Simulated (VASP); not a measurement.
Ag, 1 atom in the cell. Symmetry: I4/mmm, No. 139, tetragonal system. Conventional cell: a = 2.933 Å, b = 2.933 Å, c = 3.964 Å, α = 90.00°, β = 90.00°, γ = 90.00°. Within 3.8 Å of Ag (site symmetry 4/mmm) lie 12 Ag at 2.87 to 2.93 Å.  This cell differs from its parent crystal: strain +0.015 along x and y, -0.030 along z.

| Quantity | Value |
| --- | --- |
| Program | VASP 6.6.1 |
| Task | single point |
| Functional | PBEsol |
| Potentials or basis | VASP PAW PBE potentials, release 64 (Ag) |
| Cutoff | 520 eV |
| k mesh | 20 × 20 × 20 |
| Occupations | gaussian, width 0.15 eV |
| Spin | no spin polarisation |
| Dipole correction | no |
| Further INCAR settings | ALGO = Normal; EDIFF = 1e-06; NBANDS = 12 |

Potentials or basis: VASP PAW PBE potentials, release 64 (Ag).

Command:

```console
$ cat potpaw_PBE.64/Ag/POTCAR > POTCAR
$ mpirun -np 1 vasp_std > vasp.out
```

Hardware: 1 thread of Intel(R) Xeon(R) 6975P-C (Granite Rapids) (shared host).

**Question.** Estimate the wall time of this run.

**Answer.** Run time: 30 s on 1 thread of Intel(R) Xeon(R) 6975P-C (Granite Rapids) (shared host), peak memory 0.24 GiB. Counts: scf iterations 11, k points 641.
